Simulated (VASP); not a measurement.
# WSe2 in VASP: notebook

The runs below take WSe2 through single point, with PBEsol.

Program: VASP 6.6.1. These are calculated values, not measurements. Logs are shortened: lines on timing, memory, paths and dates and some standing lists are left out, and cuts for length are marked.

## Step 1: The cell of the first run

The cell holds a slab with vacuum, 15 atoms: a = 3.271 Å, b = 3.271 Å, c = 44.789 Å, α = 90.00°, β = 90.00°, γ = 120.00°.

## Step 2: Single point, PBEsol

Input file INCAR:

```
PREC     = Accurate       # precision mode
ENCUT    = 520            # plane-wave cutoff, eV
EDIFF    = 1E-6           # SCF threshold, eV
ISMEAR   = 0              # smearing method
SIGMA    = 0.05           # smearing width, eV
LREAL    = Auto         
LASPH    = True           # aspherical terms in the spheres
NELM     = 80             # most SCF steps
ALGO     = Normal         # electronic algorithm
ISIF     = 2              # what is computed and relaxed
LWAVE    = False          # write WAVECAR
LCHARG   = False          # write CHGCAR
LDIPOL   = True         
IDIPOL   = 3            
DIPOL    = 0.5 0.5 0.500
GGA      = PS             # functional
NBANDS   = 78             # bands
```

Input file KPOINTS:

```
regular mesh
0
Gamma
  4 4 1
```

Input file POSCAR:

```
WSe2
1.0
    3.2711504003      0.0000000000      0.0000000000
   -1.6355752001      2.8328993462      0.0000000000
    0.0000000000      0.0000000000     44.7891756116
Se W
10 5
Direct
    0.3333333333      0.6666666667      0.1674511731
    0.3333333333      0.6666666667      0.2421977774
    0.6666666667      0.3333333333      0.3150389355
    0.6666666667      0.3333333333      0.3897855398
    0.3333333333      0.6666666667      0.4626266978
    0.3333333333      0.6666666667      0.5373733022
    0.6666666667      0.3333333333      0.6102144602
    0.6666666667      0.3333333333      0.6849610645
    0.3333333333      0.6666666667      0.7578022226
    0.3333333333      0.6666666667      0.8325488269
    0.6666666667      0.3333333333      0.2048244753
    0.3333333333      0.6666666667      0.3524122376
    0.6666666667      0.3333333333      0.5000000000
    0.3333333333      0.6666666667      0.6475877624
    0.6666666667      0.3333333333      0.7951755247
```

Potentials or basis: VASP PAW PBE potentials, release 64 (Se, W_sv).

The run is started by

```bash
cat potpaw_PBE.64/Se/POTCAR potpaw_PBE.64/W_sv/POTCAR > POTCAR
mpirun -np 1 vasp_std > vasp.out
```

OUTCAR:

```text
PREC = Accurate
   ENCUT = 520
   EDIFF = 1E-6
   ISMEAR = 0
   LREAL = Auto
   LASPH = True
   NELM = 80
   ISIF = 2
   GGA = PS

 ion  position               nearest neighbor table
   1  0.333  0.667  0.167-  11 2.52  11 2.52  11 2.52
   2  0.333  0.667  0.242-  11 2.52  11 2.52  11 2.52
   3  0.667  0.333  0.315-  12 2.52  12 2.52  12 2.52
   4  0.667  0.333  0.390-  12 2.52  12 2.52  12 2.52
   5  0.333  0.667  0.463-  13 2.52  13 2.52  13 2.52
   6  0.333  0.667  0.537-  13 2.52  13 2.52  13 2.52
   7  0.667  0.333  0.610-  14 2.52  14 2.52  14 2.52
   8  0.667  0.333  0.685-  14 2.52  14 2.52  14 2.52
   9  0.333  0.667  0.758-  15 2.52  15 2.52  15 2.52
  10  0.333  0.667  0.833-  15 2.52  15 2.52  15 2.52
  11  0.667  0.333  0.205-   2 2.52   2 2.52   2 2.52   1 2.52   1 2.52   1 2.52
  12  0.333  0.667  0.352-   3 2.52   3 2.52   3 2.52   4 2.52   4 2.52   4 2.52
  13  0.667  0.333  0.500-   5 2.52   6 2.52   5 2.52   6 2.52   5 2.52   6 2.52
  14  0.333  0.667  0.648-   8 2.52   8 2.52   8 2.52   7 2.52   7 2.52   7 2.52
  15  0.667  0.333  0.795-   9 2.52   9 2.52   9 2.52  10 2.52  10 2.52  10 2.52

  LATTYP: Found a hexagonal cell.
 ALAT       =     3.2711504003
 C/A-ratio  =    13.6921786316

  Lattice vectors:

 A1 = (   3.2711504003,   0.0000000000,   0.0000000000)
 A2 = (  -1.6355752001,   2.8328993462,   0.0000000000)
 A3 = (   0.0000000000,   0.0000000000,  44.7891756116)

Analysis of symmetry for initial positions (statically):
=====================================================================
 Subroutine PRICEL returns:
 Original cell was already a primitive cell.

 Routine SETGRP: Setting up the symmetry group for a
 hexagonal supercell.

 Subroutine GETGRP returns: Found 12 space group operations
 (whereof 12 operations were pure point group operations)
 out of a pool of 24 trial point group operations.

The static configuration has the point symmetry D_3h.

Analysis of symmetry for dynamics (positions and initial velocities):
=====================================================================
 Subroutine PRICEL returns:
 Original cell was already a primitive cell.

 Routine SETGRP: Setting up the symmetry group for a
 hexagonal supercell.

 Subroutine GETGRP returns: Found 12 space group operations
 (whereof 12 operations were pure point group operations)
 out of a pool of 24 trial point group operations.

The dynamic configuration has the point symmetry D_3h.

 Subroutine INISYM returns: Found 12 space group operations
 (whereof 12 operations are pure point group operations),
 and found     1 'primitive' translations

----------------------------------------------------------------------------------------

                                     Primitive cell

  volume of cell :     415.0541

  direct lattice vectors                    reciprocal lattice vectors
     3.271150400  0.000000000  0.000000000     0.305702850  0.176497623  0.000000000
    -1.635575200  2.832899346  0.000000000     0.000000000  0.352995245  0.000000000
     0.000000000  0.000000000 44.789175612     0.000000000  0.000000000  0.022326823

  length of vectors
     3.271150400  3.271150400 44.789175612     0.352995245  0.352995245  0.022326823

  position of ions in fractional coordinates (direct lattice)
     0.333333333  0.666666667  0.167451173
     0.333333333  0.666666667  0.242197777
     0.666666667  0.333333333  0.315038935
     0.666666667  0.333333333  0.389785540
     0.333333333  0.666666667  0.462626698
     0.333333333  0.666666667  0.537373302
     0.666666667  0.333333333  0.610214460
     0.666666667  0.333333333  0.684961065
     0.333333333  0.666666667  0.757802223
     0.333333333  0.666666667  0.832548827
     0.666666667  0.333333333  0.204824475
     0.333333333  0.666666667  0.352412238
     0.666666667  0.333333333  0.500000000
     0.333333333  0.666666667  0.647587762
     0.666666667  0.333333333  0.795175525

  ion indices of the primitive-cell ions
   primitive index   ion index
                 1           1
                 2           2
                 3           3
                 4           4
                 5           5
                 6           6
                 7           7
                 8           8
                 9           9
                10          10
                11          11
                12          12
                13          13
                14          14
                15          15

----------------------------------------------------------------------------------------

 KPOINTS: regular mesh

Automatic generation of k-mesh.
 Grid dimensions read from file:
 generate k-points for:    4    4    1

 Generating k-lattice:

  Cartesian coordinates                     Fractional coordinates (reciprocal lattice)
     0.076425712  0.044124406  0.000000000     0.250000000  0.000000000  0.000000000
     0.000000000  0.088248811  0.000000000     0.000000000  0.250000000  0.000000000
     0.000000000  0.000000000  0.022326823     0.000000000  0.000000000  1.000000000

  Length of vectors
     0.088248811  0.088248811  0.022326823

  Shift w.r.t. Gamma in fractional coordinates (k-lattice)
     0.000000000  0.000000000  0.000000000

 Subroutine IBZKPT returns following result:
 ===========================================

 Found      4 irreducible k-points:

 Following reciprocal coordinates:
            Coordinates               Weight
  0.000000  0.000000  0.000000      1.000000
  0.250000 -0.000000  0.000000      6.000000
  0.500000 -0.000000  0.000000      3.000000
  0.250000  0.250000  0.000000      6.000000
   k-points           NKPTS =      4   k-points in BZ     NKDIM =      4   number of bands    NBANDS=     78
   number of dos      NEDOS =    301   number of ions     NIONS =     15
   total plane-waves  NPLWV = 193536
   dimension x,y,z NGX =    24 NGY =   24 NGZ =  336
   dimension x,y,z NGXF=    48 NGYF=   48 NGZF=  672
   ions per type =              10   5
   NGX,Y,Z   is equivalent  to a cutoff of  12.20, 12.20, 12.47 a.u.
   NGXF,Y,Z  is equivalent  to a cutoff of  24.39, 24.39, 24.94 a.u.
 SYSTEM =  unknown system
   PREC   = accura    normal or accurate (medium, high low for compatibility)
   ISTART =      0    job   : 0-new  1-cont  2-samecut
   ICHARG =      2    charge: 1-file 2-atom 10-const
   ISPIN  =      1    spin polarized calculation?
   LNONCOLLINEAR =      F non collinear calculations
   LSORBIT =      F    spin-orbit coupling
   LASPH  =      T    aspherical Exc in radial PAW
   ENCUT  =  520.0 eV  38.22 Ry    6.18 a.u.   6.08  6.08 83.28*2*pi/ulx,y,z
   NELM   =     80;   NELMIN=  2; NELMDL= -5     # of ELM steps
   EDIFF  = 0.1E-05   stopping-criterion for ELM
   LREAL  =      T    real-space projection
   EDIFFG = 0.1E-04   stopping-criterion for IOM
   NSW    =      0    number of steps for IOM
[... 5 lines left out ...]
   TEBEG  =    0.0;   TEEND  =   0.0 temperature during run
   PSTRESS=    0.0 pullay stress
   NELECT =     130.0000    total number of electrons
   NUPDOWN=      -1.0000    fix difference up-down
   EMIN   =  10.00;   EMAX   =-10.00  energy-range for DOS
   EFERMI =   0.00;   METHOD = LEGACY
   ISMEAR =     0;   SIGMA  =   0.05  broadening in eV -4-tet -1-fermi 0-gaus
   EFERMI_NEDOS =   21; number of points for ismear=-14 and -15
   IALGO  =     38    algorithm
   IMIX   =      4    mixing-type and parameters
     AMIX     =   0.40;   BMIX     =  1.00
     AMIX_MAG =   1.60;   BMIX_MAG =  1.00
  volume/ion in A,a.u.               =      27.67       186.73
  Fermi-wavevector in a.u.,A,eV,Ry     =   1.111786  2.100970 16.817715  1.236067
  Thomas-Fermi vector in A             =   2.248353
   LORBIT       =      0    0 simple, 1 ext, 2 COOP (PROOUT), +10 PAW based schemes
   GGA     = PS    functional components
   LHFCALC =     F    Hartree Fock is set to
   AEXX    =    0.0000 exact exchange contribution
   IVDW    =     0    specifies the selected vdW correction
   LEPSILON=     F    determine dielectric tensor
   LRPA    =     F    only Hartree local field effects (RPA)
 non-spin polarized calculation
 Gauss-broadening in eV      SIGMA  =   0.05
  energy-cutoff  :      520.00
  volume of cell :      415.05
 maximum number of plane-waves:     11246
   NGX = 13   NGY = 13   NGZ =167

 dipolmoment           0.000000      0.000000     -0.000000 electrons x Angstroem

 number of electron     129.9999989 magnetization

 dipolmoment           0.000000      0.000000      0.000000 electrons x Angstroem

 Free energy of the ion-electron system (eV)
  ---------------------------------------------------
  ext. energy  EPLUGINS =         0.00000000
  ---------------------------------------------------
  free energy    TOTEN  =      -116.60696605 eV

  energy without entropy =     -116.60696605  energy(sigma->0) =     -116.60696605

 E-fermi :   3.4269     XC(G=0):  -8.2008

 val. band max:        3.0905598289   @ k =   0.0000   0.0000   0.0000
 cond. band min:       4.5473306523   @ k =   0.2500  -0.0000   0.0000
 fundamental gap:      1.4567708235
 Fermi energy:         3.4269307980

 k-point     1 :       0.0000    0.0000    0.0000
  band No.  band energies     occupation
      1     -71.0276      2.00000
      2     -71.0275      2.00000
      3     -71.0275      2.00000
      4     -71.0270      2.00000
      5     -71.0270      2.00000
      6     -35.2965      2.00000
[... 69 lines left out ...]
     76       6.0614      0.00000
     77       6.0843      0.00000
[... 238 lines left out ...]
     76       5.8328      0.00000
     77       5.9460      0.00000
 [bands above 77 left out]

------------------------ aborting loop because EDIFF is reached ----------------------------------------

 vacuum level on the upper side and lower side of the slab       (xc-potential included)        -0.134        -0.134

  FORCE on cell =-STRESS in cart. coord.  units (eV):
  Direction    XX          YY          ZZ          XY          YZ          ZX
  --------------------------------------------------------------------------------------
  -------------------------------------------------------------------------------------
  Total        0.2508351      0.2508351     -0.1261462      0.0000000      0.0000000      0.0000000
  in kB        0.9682647      0.9682647     -0.4869452      0.0000000      0.0000000      0.0000000
  external PRESSURE =       0.4831947 kB  Pullay stress =       0.0000000 kB

 VOLUME and BASIS-vectors are now :
 -----------------------------------------------------------------------------
  energy-cutoff  :      520.00
  volume of cell :      415.05
      direct lattice vectors                 reciprocal lattice vectors
     3.271150400  0.000000000  0.000000000     0.305702850  0.176497623  0.000000000
    -1.635575200  2.832899346  0.000000000     0.000000000  0.352995245  0.000000000
     0.000000000  0.000000000 44.789175612     0.000000000  0.000000000  0.022326823

 POSITION                                       TOTAL-FORCE (eV/Angst)
 -----------------------------------------------------------------------------------
     -0.00000      1.88860      7.50000         0.000000      0.000000      0.032368
     -0.00000      1.88860     10.84784         0.000000     -0.000000      0.000803
      1.63558      0.94430     14.11033        -0.000000      0.000000     -0.028592
      1.63558      0.94430     17.45817         0.000000      0.000000      0.007688
     -0.00000      1.88860     20.72067         0.000000     -0.000000     -0.008075
     -0.00000      1.88860     24.06851         0.000000      0.000000      0.008075
      1.63558      0.94430     27.33100        -0.000000     -0.000000     -0.007688
      1.63558      0.94430     30.67884        -0.000000      0.000000      0.028592
     -0.00000      1.88860     33.94134         0.000000      0.000000     -0.000803
     -0.00000      1.88860     37.28918         0.000000      0.000000     -0.032368
      1.63558      0.94430      9.17392        -0.000000      0.000000     -0.037971
     -0.00000      1.88860     15.78425         0.000000     -0.000000     -0.002100
      1.63558      0.94430     22.39459        -0.000000      0.000000      0.000000
     -0.00000      1.88860     29.00492         0.000000      0.000000      0.002100
      1.63558      0.94430     35.61526         0.000000     -0.000000      0.037971
 -----------------------------------------------------------------------------------
    total drift:                               -0.000000      0.000000      0.000000

  FREE ENERGIE OF THE ION-ELECTRON SYSTEM (eV)
  ---------------------------------------------------
  free  energy   TOTEN  =      -116.6069660465 eV

  energy  without entropy=     -116.6069660465  energy(sigma->0) =     -116.60696605

 vacuum level on the upper side and lower side of the slab         7.894         7.894
```

It took 2.4 min on 1 thread of Intel Xeon 6975P-C (Granite Rapids), shared host; peak memory 0.47 GiB.

What came out:

```
Free energy            : -116.6070 eV
Largest force          : 0.038 eV/Å
Band gap on the k mesh : 1.46 eV (least direct gap 2.23 eV)
```

Forces on the atoms (eV/Å):
```
Se   0.000  0.000  0.032
Se   0.000  0.000  0.001
Se   0.000  0.000 -0.029
Se   0.000  0.000  0.008
Se   0.000  0.000 -0.008
Se   0.000  0.000  0.008
Se   0.000  0.000 -0.008
Se   0.000  0.000  0.029
Se   0.000  0.000 -0.001
Se   0.000  0.000 -0.032
W    0.000  0.000 -0.038
W    0.000  0.000 -0.002
W    0.000  0.000  0.000
W    0.000  0.000  0.002
W    0.000  0.000  0.038
```

Levels at points of the mesh, in eV from the valence-band top:
```tsv
k point	band 63	band 64	band 65	band 66	band 67	band 68
(0.00, 0.00, 0.00)	-0.29	-0.10	0.00	2.83	2.83	2.83
(0.50, 0.00, 0.00)	-1.06	-1.01	-0.98	2.33	2.34	2.35
```

Caveat: the k points lie up to 0.55 Å⁻¹ apart; the PAW data sets were made with another functional, which shifts forces and pressure a little; spin-orbit coupling is left out, which moves the levels of the heavy elements.

## Step 3: Single point, PBEsol

Input file INCAR:

```
PREC = Accurate
ENCUT = 520
EDIFF = 1E-7
ISMEAR = 0
SIGMA = 0.05
LREAL = Auto
LASPH = T
NELM = 60
ALGO = Normal
ISIF = 2
LWAVE = F
LCHARG = F
LDIPOL = T
IDIPOL = 3
DIPOL = 0.5 0.5 0.500
GGA = PS
NBANDS = 78
```

Input file KPOINTS:

```
Automatic mesh
0
Gamma
  9 9 1
```

POSCAR is that of step 2.

Potentials or basis: VASP PAW PBE potentials, release 64 (Se, W_sv).

The run is started by

```bash
cat potpaw_PBE.64/Se/POTCAR potpaw_PBE.64/W_sv/POTCAR > POTCAR
mpirun -np 1 vasp_std > vasp.out
```

Wall time 6.4 min (1 thread of Intel Xeon 6975P-C (Granite Rapids), shared host); peak memory 0.58 GiB.

It converged, with:

```
Free energy            : -116.3413 eV
Largest force          : 0.091 eV/Å
Band gap on the k mesh : 1.22 eV (least direct gap 1.61 eV)
```

Forces on the atoms (eV/Å):
```
Se   0.000  0.000 -0.035
Se   0.000  0.000  0.060
Se   0.000  0.000 -0.091
Se   0.000  0.000  0.070
Se   0.000  0.000 -0.070
Se   0.000  0.000  0.070
Se   0.000  0.000 -0.070
Se   0.000  0.000  0.091
Se   0.000  0.000 -0.060
Se   0.000  0.000  0.035
W    0.000  0.000 -0.031
W    0.000  0.000 -0.002
W    0.000  0.000  0.000
W    0.000  0.000  0.002
W    0.000  0.000  0.031
```

Levels at points of the mesh, in eV from the valence-band top:
| k point | band 62 | band 63 | band 64 | band 65 | band 66 | band 67 | band 68 | band 69 |
| --- | --- | --- | --- | --- | --- | --- | --- | --- |
| (0.00, 0.00, 0.00) | -0.57 | -0.29 | -0.10 | 0.00 | 2.83 | 2.83 | 2.84 | 2.84 |

Caveat: the PAW data sets were made with another functional, which shifts forces and pressure a little; spin-orbit coupling is left out, which moves the levels of the heavy elements.
